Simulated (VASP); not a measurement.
Tl:

```xyz
2
Lattice="3.4560 0.0000 0.0000 -1.7280 2.9930 0.0000 0.0000 0.0000 5.5250" Properties=species:S:1:pos:R:3 pbc="T T T"
Tl    0.0000    1.9953    1.3813
Tl    1.7280    0.9977    4.1438
```

| Quantity | Value |
| --- | --- |
| Program | VASP 6.6.1 |
| Task | relaxation of cell and atoms |
| Functional | PBE |
| Dispersion | D3(BJ) |
| Potentials or basis | VASP PAW PBE potentials, release 64 (Tl_d) |
| Cutoff | 600 eV |
| k mesh | 15 × 15 × 8 |
| Occupations | gaussian, width 0.1 eV |
| Spin | no spin polarisation |

At the start: pressure 1.2 GPa; volume 28.57 Å³/atom.

Task: Where does the relaxation end?

Result: Over 12 steps the energy falls by 4.2 meV/atom and the volume is 29.60 Å³/atom (+3.6 %); space group P6_3/mmc (No. 194, to 0.05 Å).

The path:
```
step  energy change (eV)  largest force (eV/Å)  pressure (GPa)  volume (Å³)
   1              0.0000                0.0000            1.20        57.15
   2             -0.0072                0.0000            0.09        58.94
   3             -0.0073                0.0000           -0.03        59.16
   4             -0.0073                0.0000           -0.01        59.12
   5             -0.0076                0.0000           -0.01        59.12
   6             -0.0081                0.0000            0.01        59.14
   7             -0.0082                0.0000            0.04        59.16
   8             -0.0083                0.0000            0.02        59.15
   9             -0.0083                0.0000            0.02        59.15
  10             -0.0083                0.0000            0.02        59.15
  11             -0.0083                0.0000           -0.02        59.24
  12             -0.0083                0.0000            0.00        59.20
```

Final structure:
```
Tl
1.0
     3.53009    0.00000    0.00000
    -1.76505    3.05715    0.00000
     0.00000    0.00000    5.48521
Tl
2
Direct
  0.33333 0.66667 0.25000
  0.66667 0.33333 0.75000
```

Caveat: pairwise dispersion overbinds metals, which lowers pressure and volume.
